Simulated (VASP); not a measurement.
# InGa2As3 (Cmc2_1) in VASP: a series of runs

Runs on InGa2As3. Level: PBEsol. Tasks: single point.

Everything below comes from runs of VASP 6.6.1. Logs are shortened: lines on timing, memory, paths and dates and some standing lists are left out, and cuts for length are marked.

### Step 1. The cell of the first run

It takes space group Cmc2_1 (No. 36, orthorhombic). Conventional cell: a = 11.402 Å, b = 6.577 Å, c = 6.142 Å, α = 90.00°, β = 90.00°, γ = 90.00°. Within 3.3 Å of In (site symmetry m) lie 4 As at 2.48 to 2.49 Å. Within 3.0 Å of Ga (site symmetry 1) lie 4 As at 2.24 to 2.25 Å. Within 3.0 Å of As (site symmetry 1) lie 3 Ga at 2.24 to 2.25 Å and 1 In at 2.48 Å. Within 3.0 Å of As (site symmetry m) lie 2 Ga at 2.24 Å and 2 In at 2.48 to 2.49 Å.

### Step 2. Single point, PBEsol

File INCAR:

```
ALGO     = Normal         # electronic algorithm
EDIFF    = 1E-6           # SCF threshold, eV
ENCUT    = 520            # plane-wave cutoff, eV
GGA      = PS             # functional
ISIF     = 2              # what is computed and relaxed
ISMEAR   = 0              # smearing method
LASPH    = True           # aspherical terms in the spheres
LCHARG   = False          # write CHGCAR
LREAL    = False          # projectors in reciprocal space
LWAVE    = False          # write WAVECAR
NBANDS   = 66             # bands
NELM     = 80             # most SCF steps
PREC     = Accurate       # precision mode
SIGMA    = 0.1            # smearing width, eV
```

File KPOINTS:

```
k-points
0
Gamma
  4 4 4
```

File POSCAR:

```
InGa2As3
1.0
    5.7011856119     -3.2884097076      0.0000000000
    5.7011856119      3.2884097076      0.0000000000
    0.0000000000      0.0000000000      6.1415573147
In Ga As
2 4 6
Direct
    0.3252227421      0.6747772579      0.9897489538
    0.6747772579      0.3252227421      0.4897489538
    0.0069945023      0.3338844484      0.9926402250
    0.6661155516      0.9930054977      0.9926402250
    0.9930054977      0.6661155516      0.4926402250
    0.3338844484      0.0069945023      0.4926402250
    0.0264767011      0.3336441491      0.3589520516
    0.6663558509      0.9735232989      0.3589520516
    0.9735232989      0.6663558509      0.8589520516
    0.3336441491      0.0264767011      0.8589520516
    0.3078788721      0.6921211279      0.3950674931
    0.6921211279      0.3078788721      0.8950674931
```

Potentials or basis: VASP PAW PBE potentials, release 64 (In_d, Ga_d, As).

Launch:

```bash
> cat potpaw_PBE.64/In_d/POTCAR potpaw_PBE.64/Ga_d/POTCAR potpaw_PBE.64/As/POTCAR > POTCAR
> mpirun -np 1 vasp_std > vasp.out
```

OUTCAR:

```text
EDIFF = 1E-6
   ENCUT = 520
   GGA = PS
   ISIF = 2
   ISMEAR = 0
   LASPH = True
   LREAL = False
   NELM = 80
   PREC = Accurate

 ion  position               nearest neighbor table
   1  0.325  0.675  0.990-   9 2.48  10 2.48  12 2.48  11 2.49   2 3.84   2 3.84
   2  0.675  0.325  0.490-   7 2.48   8 2.48  11 2.48  12 2.49   1 3.84   1 3.84
   3  0.007  0.334  0.993-   9 2.24  10 2.24  12 2.24   7 2.25
   4  0.666  0.993  0.993-  10 2.24   9 2.24  12 2.24   8 2.25
   5  0.993  0.666  0.493-   7 2.24   8 2.24  11 2.24   9 2.25
   6  0.334  0.007  0.493-   8 2.24   7 2.24  11 2.24  10 2.25
   7  0.026  0.334  0.359-   5 2.24   6 2.24   3 2.25   2 2.48
   8  0.666  0.974  0.359-   6 2.24   5 2.24   4 2.25   2 2.48
   9  0.974  0.666  0.859-   3 2.24   4 2.24   5 2.25   1 2.48
  10  0.334  0.026  0.859-   4 2.24   3 2.24   6 2.25   1 2.48
  11  0.308  0.692  0.395-   5 2.24   6 2.24   2 2.48   1 2.49
  12  0.692  0.308  0.895-   3 2.24   4 2.24   1 2.48   2 2.49

  LATTYP: Found a base centered orthorhombic cell.
 ALAT       =     6.5768194152
 B/A-ratio  =     1.7337211962
 C/A-ratio  =     0.9338187545

  Lattice vectors:

 A1 = (  -5.7011856119,  -3.2884097076,   0.0000000000)
 A2 = (   5.7011856119,  -3.2884097076,   0.0000000000)
 A3 = (   0.0000000000,   0.0000000000,   6.1415573147)

Analysis of symmetry for initial positions (statically):
=====================================================================
 Subroutine PRICEL returns:
 Original cell was already a primitive cell.

 Routine SETGRP: Setting up the symmetry group for a
 base centered orthorhombic supercell.

 Subroutine GETGRP returns: Found  4 space group operations
 (whereof  2 operations were pure point group operations)
 out of a pool of  8 trial point group operations.

The static configuration has the point symmetry C_1h.
 The point group associated with its full space group is C_2v.

Analysis of symmetry for dynamics (positions and initial velocities):
=====================================================================
 Subroutine PRICEL returns:
 Original cell was already a primitive cell.

 Routine SETGRP: Setting up the symmetry group for a
 base centered orthorhombic supercell.

 Subroutine GETGRP returns: Found  4 space group operations
 (whereof  2 operations were pure point group operations)
 out of a pool of  8 trial point group operations.

The dynamic configuration has the point symmetry C_1h.
 The point group associated with its full space group is C_2v.

 Subroutine INISYM returns: Found  4 space group operations
 (whereof  2 operations are pure point group operations),
 and found     1 'primitive' translations

----------------------------------------------------------------------------------------

                                     Primitive cell

  volume of cell :     230.2818

  direct lattice vectors                    reciprocal lattice vectors
     5.701185612 -3.288409708  0.000000000     0.087701056 -0.152049180  0.000000000
     5.701185612  3.288409708  0.000000000     0.087701056  0.152049180  0.000000000
     0.000000000  0.000000000  6.141557315     0.000000000  0.000000000  0.162825151

  length of vectors
     6.581576998  6.581576998  6.141557315     0.175528996  0.175528996  0.162825151

  position of ions in fractional coordinates (direct lattice)
     0.325222742  0.674777258  0.989748954
     0.674777258  0.325222742  0.489748954
     0.006994502  0.333884448  0.992640225
     0.666115552  0.993005498  0.992640225
     0.993005498  0.666115552  0.492640225
     0.333884448  0.006994502  0.492640225
     0.026476701  0.333644149  0.358952052
     0.666355851  0.973523299  0.358952052
     0.973523299  0.666355851  0.858952052
     0.333644149  0.026476701  0.858952052
     0.307878872  0.692121128  0.395067493
     0.692121128  0.307878872  0.895067493

  ion indices of the primitive-cell ions
   primitive index   ion index
                 1           1
                 2           2
                 3           3
                 4           4
                 5           5
                 6           6
                 7           7
                 8           8
                 9           9
                10          10
                11          11
                12          12

----------------------------------------------------------------------------------------

 KPOINTS: k-points

Automatic generation of k-mesh.
 Grid dimensions read from file:
 generate k-points for:    4    4    4

 Generating k-lattice:

  Cartesian coordinates                     Fractional coordinates (reciprocal lattice)
     0.021925264 -0.038012295  0.000000000     0.250000000 -0.000000000  0.000000000
     0.021925264  0.038012295  0.000000000    -0.000000000  0.250000000  0.000000000
     0.000000000  0.000000000  0.040706288     0.000000000  0.000000000  0.250000000

  Length of vectors
     0.043882249  0.043882249  0.040706288

  Shift w.r.t. Gamma in fractional coordinates (k-lattice)
     0.000000000  0.000000000  0.000000000

 Subroutine IBZKPT returns following result:
 ===========================================

 Found     21 irreducible k-points:

 Following reciprocal coordinates:
            Coordinates               Weight
  0.000000  0.000000  0.000000      1.000000
  0.250000  0.000000  0.000000      4.000000
  0.500000  0.000000  0.000000      2.000000
  0.250000  0.250000  0.000000      2.000000
  0.500000  0.250000  0.000000      4.000000
 -0.250000  0.250000  0.000000      2.000000
[... 13 lines left out ...]
 -0.250000  0.250000  0.500000      2.000000
  0.500000  0.500000  0.500000      1.000000
   k-points           NKPTS =     21   k-points in BZ     NKDIM =     21   number of bands    NBANDS=     66
   number of dos      NEDOS =    301   number of ions     NIONS =     12
   total plane-waves  NPLWV = 120000
   dimension x,y,z NGX =    50 NGY =   50 NGZ =   48
   dimension x,y,z NGXF=   100 NGYF=  100 NGZF=   96
   ions per type =               2   4   6
   NGX,Y,Z   is equivalent  to a cutoff of  12.63, 12.63, 12.99 a.u.
   NGXF,Y,Z  is equivalent  to a cutoff of  25.26, 25.26, 25.99 a.u.
 SYSTEM =  unknown system
   PREC   = accura    normal or accurate (medium, high low for compatibility)
   ISTART =      0    job   : 0-new  1-cont  2-samecut
   ICHARG =      2    charge: 1-file 2-atom 10-const
   ISPIN  =      1    spin polarized calculation?
   LNONCOLLINEAR =      F non collinear calculations
   LSORBIT =      F    spin-orbit coupling
   LASPH  =      T    aspherical Exc in radial PAW
   ENCUT  =  520.0 eV  38.22 Ry    6.18 a.u.  12.24 12.24 11.42*2*pi/ulx,y,z
   NELM   =     80;   NELMIN=  2; NELMDL= -5     # of ELM steps
   EDIFF  = 0.1E-05   stopping-criterion for ELM
   LREAL  =      F    real-space projection
   EDIFFG = 0.1E-04   stopping-criterion for IOM
   NSW    =      0    number of steps for IOM
   IBRION =     -1    ionic relax: 0-MD 1-quasi-New 2-CG
   NFREE  =      0    steps in history (QN), initial steepest desc. (CG)
   ISIF   =      2    stress and relaxation
   ISYM   =      2    0-nonsym 1-usesym 2-fastsym
   POTIM  = 0.5000    time-step for ionic-motion
   TEBEG  =    0.0;   TEEND  =   0.0 temperature during run
   PSTRESS=    0.0 pullay stress
   NELECT =     108.0000    total number of electrons
   NUPDOWN=      -1.0000    fix difference up-down
   EMIN   =  10.00;   EMAX   =-10.00  energy-range for DOS
   EFERMI =   0.00;   METHOD = LEGACY
   ISMEAR =     0;   SIGMA  =   0.10  broadening in eV -4-tet -1-fermi 0-gaus
   EFERMI_NEDOS =   21; number of points for ismear=-14 and -15
   IALGO  =     38    algorithm
   IMIX   =      4    mixing-type and parameters
     AMIX     =   0.40;   BMIX     =  1.00
     AMIX_MAG =   1.60;   BMIX_MAG =  1.00
  volume/ion in A,a.u.               =      19.19       129.50
  Fermi-wavevector in a.u.,A,eV,Ry     =   1.271929  2.403597 22.011552  1.617803
  Thomas-Fermi vector in A             =   2.404835
   LORBIT       =      0    0 simple, 1 ext, 2 COOP (PROOUT), +10 PAW based schemes
   GGA     = PS    functional components
   LHFCALC =     F    Hartree Fock is set to
   AEXX    =    0.0000 exact exchange contribution
   IVDW    =     0    specifies the selected vdW correction
   LEPSILON=     F    determine dielectric tensor
   LRPA    =     F    only Hartree local field effects (RPA)
 non-spin polarized calculation
 Gauss-broadening in eV      SIGMA  =   0.10
  energy-cutoff  :      520.00
  volume of cell :      230.28
 maximum number of plane-waves:      6228
 NGX is ok and might be reduce to    50
   NGX = 25   NGY = 25   NGZ = 23

 number of electron     107.9999987 magnetization

 Free energy of the ion-electron system (eV)
  ---------------------------------------------------
  ext. energy  EPLUGINS =         0.00000000
  ---------------------------------------------------
  free energy    TOTEN  =       -48.88235754 eV

  energy without entropy =      -48.88235754  energy(sigma->0) =      -48.88235754

 E-fermi :   7.0905     XC(G=0): -10.6784

 val. band max:        6.6454889097   @ k =   0.0000   0.0000   0.0000
 cond. band min:       7.5282904355   @ k =   0.5000   0.5000   0.0000
 fundamental gap:      0.8828015258
 Fermi energy:         7.0904655251

 k-point     1 :       0.0000    0.0000    0.0000
  band No.  band energies     occupation
      1      -9.0185      2.00000
      2      -9.0161      2.00000
      3      -9.0115      2.00000
      4      -8.9808      2.00000
      5      -8.9391      2.00000
      6      -8.8074      2.00000
[... 58 lines left out ...]
     65      12.3566      0.00000
     66      12.6941      0.00000

 k-point     2 :       0.2500    0.0000    0.0000
  band No.  band energies     occupation
      1      -9.0285      2.00000
      2      -9.0161      2.00000
      3      -9.0008      2.00000
      4      -8.9828      2.00000
      5      -8.9333      2.00000
      6      -8.8390      2.00000
[... 1369 lines left out ...]
     65      10.9521      0.00000
     66      10.9521      0.00000

------------------------ aborting loop because EDIFF is reached ----------------------------------------

  FORCE on cell =-STRESS in cart. coord.  units (eV):
  Direction    XX          YY          ZZ          XY          YZ          ZX
  --------------------------------------------------------------------------------------
  -------------------------------------------------------------------------------------
  Total       37.3584444     37.4954834     40.2692386      0.0000000      0.0000000      0.0000000
  in kB      259.9200363    260.8734802    280.1717826      0.0000000      0.0000000      0.0000000
  external PRESSURE =     266.9884330 kB  Pullay stress =       0.0000000 kB

 VOLUME and BASIS-vectors are now :
 -----------------------------------------------------------------------------
  energy-cutoff  :      520.00
  volume of cell :      230.28
      direct lattice vectors                 reciprocal lattice vectors
     5.701185612 -3.288409708  0.000000000     0.087701056 -0.152049180  0.000000000
     5.701185612  3.288409708  0.000000000     0.087701056  0.152049180  0.000000000
     0.000000000  0.000000000  6.141557315     0.000000000  0.000000000  0.162825151

 POSITION                                       TOTAL-FORCE (eV/Angst)
 -----------------------------------------------------------------------------------
      5.70119      1.14948      6.07860        -0.000000     -0.066566      0.136176
      5.70119     -1.14948      3.00782        -0.000000      0.066566      0.136176
      1.94341      1.07495      6.09636        -0.041321      0.000368      0.134740
      9.45896      1.07495      6.09636         0.041321      0.000368      0.134740
      9.45896     -1.07495      3.02558         0.041321     -0.000368      0.134740
      1.94341     -1.07495      3.02558        -0.041321     -0.000368      0.134740
      2.05312      1.01009      2.20452        -0.480158      0.258215      0.069052
      9.34926      1.01009      2.20452         0.480158      0.258215      0.069052
      9.34926     -1.01009      5.27530         0.480158     -0.258215      0.069052
      2.05312     -1.01009      5.27530        -0.480158     -0.258215      0.069052
      5.70119      1.26355      2.42633        -0.000000     -0.652996     -0.543760
      5.70119     -1.26355      5.49711        -0.000000      0.652996     -0.543760
 -----------------------------------------------------------------------------------
    total drift:                                0.000001     -0.000000     -0.000373

  FREE ENERGIE OF THE ION-ELECTRON SYSTEM (eV)
  ---------------------------------------------------
  free  energy   TOTEN  =       -48.8823575389 eV

  energy  without entropy=      -48.8823575389  energy(sigma->0) =      -48.88235754
```

Run time: 11 min. Hardware: 1 thread of Intel Xeon Platinum 8259CL at 2.50GHz (Skylake/Cascade Lake), shared host; peak memory 0.48 GiB.

What came out:

| Item | Value |
| --- | --- |
| Free energy | -48.8824 eV |
| Pressure | 26.7 GPa |
| Largest force | 0.850 eV/Å |
| Band gap on the k mesh | 0.88 eV (least direct gap 0.95 eV) |

Forces in eV/Å, atoms in the order of the input:
```
In   0.000 -0.067  0.136
In   0.000  0.067  0.136
Ga  -0.041  0.000  0.135
Ga   0.041  0.000  0.135
Ga   0.041  0.000  0.135
Ga  -0.041  0.000  0.135
As  -0.480  0.258  0.069
As   0.480  0.258  0.069
As   0.480 -0.258  0.069
As  -0.480 -0.258  0.069
As   0.000 -0.653 -0.544
As   0.000  0.653 -0.544
```

Caveat: the cell stands under pressure; the PAW data sets were made with another functional, which shifts forces and pressure a little; spin-orbit coupling is left out, which moves the levels of the heavy elements. A k mesh can miss the band edges.

### Step 3. Single point, PBEsol

This run uses another cell than the first one, of 24.33 Å³/atom.

File INCAR:

```
SYSTEM = InGa2As3
PREC     = Accurate       ! precision mode
ENCUT    = 520            ! plane-wave cutoff, eV
EDIFF    = 1E-7           ! SCF threshold, eV
ISMEAR   = 0              ! smearing method
SIGMA    = 0.01           ! smearing width, eV
LREAL    = .False.        ! projectors in reciprocal space
LASPH    = .True.         ! aspherical terms in the spheres
NELM     = 60             ! most SCF steps
ALGO     = Normal         ! electronic algorithm
ISIF     = 2              ! what is computed and relaxed
LWAVE    = .False.        ! write WAVECAR
LCHARG   = .False.        ! write CHGCAR
GGA      = PS             ! functional
NBANDS   = 66             ! bands
KPAR     = 4
```

File KPOINTS:

```
regular mesh
0
Gamma
  6 6 6
  0 0 0
```

File POSCAR:

```
InGa2As3
1.0
    6.1310980959     -3.5410040164      0.0000000000
    6.1310980959      3.5410040164      0.0000000000
    0.0000000000      0.0000000000      6.7246621607
In Ga As
2 4 6
Direct
    0.3286319722      0.6713680278      0.9942963389
    0.6713680278      0.3286319722      0.4942963389
    0.0058170474      0.3327705018      0.9938789685
    0.6672294982      0.9941829526      0.9938789685
    0.9941829526      0.6672294982      0.4938789685
    0.3327705018      0.0058170474      0.4938789685
    0.0176649360      0.3341250097      0.3603753359
    0.6658749903      0.9823350640      0.3603753359
    0.9823350640      0.6658749903      0.8603753359
    0.3341250097      0.0176649360      0.8603753359
    0.3147522799      0.6852477201      0.3851960525
    0.6852477201      0.3147522799      0.8851960525
```

Potentials or basis: VASP PAW PBE potentials, release 64 (In_d, Ga_d, As).

Launch:

```bash
> cat potpaw_PBE.64/In_d/POTCAR potpaw_PBE.64/Ga_d/POTCAR potpaw_PBE.64/As/POTCAR > POTCAR
> mpirun -np 4 vasp_std > vasp.out
```

It took 26 min on 4 MPI ranks of AMD EPYC, shared host; peak memory 0.93 GiB.

Results (log left out):

```
Free energy            : -53.1789 eV
Pressure               : 0.1 GPa
Largest force          : 0.003 eV/Å
Band gap on the k mesh : 0.15 eV
```

Forces in eV/Å, atoms in the order of the input:
```
In   0.000  0.000  0.001
In   0.000  0.000  0.001
Ga   0.001  0.000 -0.002
Ga  -0.001  0.000 -0.002
Ga  -0.001  0.000 -0.002
Ga   0.001  0.000 -0.002
As  -0.002  0.001  0.002
As   0.002  0.001  0.002
As   0.002 -0.001  0.002
As  -0.002 -0.001  0.002
As   0.000 -0.002 -0.001
As   0.000  0.002 -0.001
```

Levels at points of the mesh, in eV from the valence-band top:
```
           k point  band 50  band 51  band 52  band 53  band 54  band 55  band 56  band 57  band 58  band 59
(0.00, 0.00, 0.00)    -1.17    -1.16    -0.18    -0.01     0.00     0.15     0.62     2.21     2.23     3.50
(0.50, 0.00, 0.00)    -1.30    -1.20    -1.17    -1.11    -1.06     1.29     2.11     2.55     2.71     2.83
(0.50, 0.50, 0.00)    -1.34    -1.27    -1.17    -1.08    -0.98     1.30     2.11     2.44     2.72     2.86
(0.00, 0.00, 0.50)    -1.43    -0.67    -0.67    -0.66    -0.66     1.31     1.31     1.84     1.84     2.17
(0.50, 0.00, 0.50)    -2.06    -1.84    -1.84    -1.74    -1.74     1.25     1.25     2.57     2.57     2.76
(0.50, 0.50, 0.50)    -2.10    -1.87    -1.87    -1.78    -1.78     1.26     1.26     2.58     2.58     2.71
```

Caveat: semilocal functionals underestimate gaps, and a narrow one can read as zero; the PAW data sets were made with another functional, which shifts forces and pressure a little; spin-orbit coupling is left out, which moves the levels of the heavy elements.
